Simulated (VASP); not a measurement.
Write the native input for VASP 6.6.1 that does the following.

```
Task                   : single point
Functional             : PBEsol
Potentials or basis    : VASP PAW PBE potentials, release 64 (Ti_sv, Ni)
Cutoff                 : 520 eV
k mesh                 : 18 × 18 × 14
Occupations            : gaussian, width 0.15 eV
Spin                   : no spin polarisation
Dipole correction      : no
Further INCAR settings : ALGO = Fast; EDIFF = 1e-06; NBANDS = 18
```

The structure of TiNi lies in POSCAR:

```
TiNi
1.0
    2.7358030000      0.0000000000      0.0000000000
    0.0000000000      2.7358030000      0.0000000000
    0.0000000000      0.0000000000      3.5814100000
Ti Ni
1 1
Direct
    0.5000000000      0.5000000000      0.5000000000
    0.0000000000      0.0000000000      0.0000000000
```

These files were run (other wordings do the same):

INCAR

```
PREC = Accurate ; ENCUT = 520
EDIFF = 1E-6 ; ISMEAR = 0
SIGMA = 0.15 ; LREAL = False
LASPH = True ; NELM = 100
ALGO = Fast ; ISIF = 2
LWAVE = False ; LCHARG = False
GGA = PS ; NBANDS = 18
```

KPOINTS

```
Automatic mesh
0
Gamma
  18 18 14
```

Potentials or basis: VASP PAW PBE potentials, release 64 (Ti_sv, Ni).

The run is started by

```console
$ cat potpaw_PBE.64/Ti_sv/POTCAR potpaw_PBE.64/Ni/POTCAR > POTCAR
$ mpirun -np 1 vasp_std > vasp.out
```

Results of the run:

```yaml
Pressure: -6.4 GPa
Band_gap_on_the_k_mesh: zero (bands 11 and 12 overlap by 3.19 eV)
```

Caveat: the cell stands under tension; the PAW data sets were made with another functional, which shifts forces and pressure a little.

Wall time 120 s on 1 thread of Intel(R) Xeon(R) 6975P-C (Granite Rapids) (shared host), peak memory 0.31 GiB.
